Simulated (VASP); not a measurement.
Here is a VASP 6.6.1 calculation.

Contents of INCAR:

```
SYSTEM = Rh
ALGO     = Normal         ! electronic algorithm
EDIFF    = 1E-7           ! SCF threshold, eV
ENCUT    = 520            ! plane-wave cutoff, eV
GGA      = PE             ! functional
ISIF     = 2              ! what is computed and relaxed
ISMEAR   = 0              ! smearing method
ISPIN    = 2              ! spin polarisation
LASPH    = .TRUE.         ! aspherical terms in the spheres
LCHARG   = .FALSE.        ! write CHGCAR
LMAXMIX  = 4              ! l up to which the mixer works
LORBIT   = 11             ! projections on sites
LREAL    = .FALSE.        ! projectors in reciprocal space
LWAVE    = .FALSE.        ! write WAVECAR
MAGMOM   = 1              ! initial moments
NBANDS   = 18             ! bands
NELM     = 150            ! most SCF steps
PREC     = Accurate       ! precision mode
SIGMA    = 0.1            ! smearing width, eV
```

The input KPOINTS:

```
k-points
0
G
  6 6 6
  0 0 0
```

File POSCAR:

```
Rh
1.0
    2.6296524362      0.0000000000      0.0000000000
   -1.3148262181      2.2773458129      0.0000000000
    0.0000000000      0.0000000000      2.5674516724
Rh
1
Direct
    0.0000000000      0.0000000000      0.0000000000
```

Potentials or basis: VASP PAW PBE potentials, release 64 (Rh_pv).

The run is started by

```bash
$ cat potpaw_PBE.64/Rh_pv/POTCAR > POTCAR
$ mpirun -np 1 vasp_std > vasp.out
```

Problem. What does it give for the net moment?

Solution. 0.00 μB per cell.

Problem. What does it give for the pressure?

Solution. 1.3 GPa.

Stress tensor (GPa, compression positive):
```
0.60 0.00 0.00
0.00 0.60 0.00
0.00 0.00 2.80
```

Caveat: the k points lie up to 0.46 Å⁻¹ apart.
